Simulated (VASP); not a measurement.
Wanted: the native input for a VASP 6.6.1 run.

```yaml
Task: single point
Functional: PBE
Potentials_or_basis: VASP PAW PBE potentials, release 64 (Fe_sv, O_h)
Cutoff: 1340 eV
k_mesh: 14 × 14 × 14
Occupations: gaussian, width 0.05 eV
Spin: no spin polarisation
Dipole_correction: no
Further_INCAR_settings: ALGO = Normal; EDIFF = 1e-06; NBANDS = 18
```

The structure of FeO lies in POSCAR:

```
FeO
1.0
    0.0000000000      2.0451956301      2.0451956301
    2.0451956301      0.0000000000      2.0451956301
    2.0451956301      2.0451956301      0.0000000000
Fe O
1 1
Direct
    0.0000000000      0.0000000000      0.0000000000
    0.5000000000      0.5000000000      0.5000000000
```

One way to write it, as run:

INCAR

```
SYSTEM = FeO
PREC     = Accurate       ! precision mode
ENCUT    = 1340           ! plane-wave cutoff, eV
EDIFF    = 1E-6           ! SCF threshold, eV
ISMEAR   = 0              ! smearing method
SIGMA    = 0.05           ! smearing width, eV
LREAL    = .FALSE.        ! projectors in reciprocal space
LASPH    = .TRUE.         ! aspherical terms in the spheres
NELM     = 120            ! most SCF steps
ALGO     = Normal         ! electronic algorithm
ISIF     = 2              ! what is computed and relaxed
LWAVE    = .FALSE.        ! write WAVECAR
LCHARG   = .TRUE.         ! write CHGCAR
GGA      = PE             ! functional
LELF     = .TRUE.         ! ELF
LVHAR    = .TRUE.       
NBANDS   = 18             ! bands
GGA_COMPAT= .FALSE.
```

KPOINTS

```
Automatic mesh
0
G
  14 14 14
  0 0 0
```

Potentials or basis: VASP PAW PBE potentials, release 64 (Fe_sv, O_h).

Run with:

```bash
$ cat potpaw_PBE.64/Fe_sv/POTCAR potpaw_PBE.64/O_h/POTCAR > POTCAR
$ mpirun -np 1 vasp_std > vasp.out
```

It gave:

The pressure is -0.6 GPa. The band gap on the k mesh is zero (bands 11 and 12 overlap by 1.10 eV).

Caveat: the run has no spin polarisation, though such a crystal can be magnetic; semilocal functionals often make such compounds metallic where correlation or magnetic order opens a gap, which also shifts bond lengths.

It took 89 s on 1 thread of Intel(R) Xeon(R) Platinum 8259CL CPU @ 2.50GHz (Skylake/Cascade Lake) (shared host), peak memory 0.29 GiB.
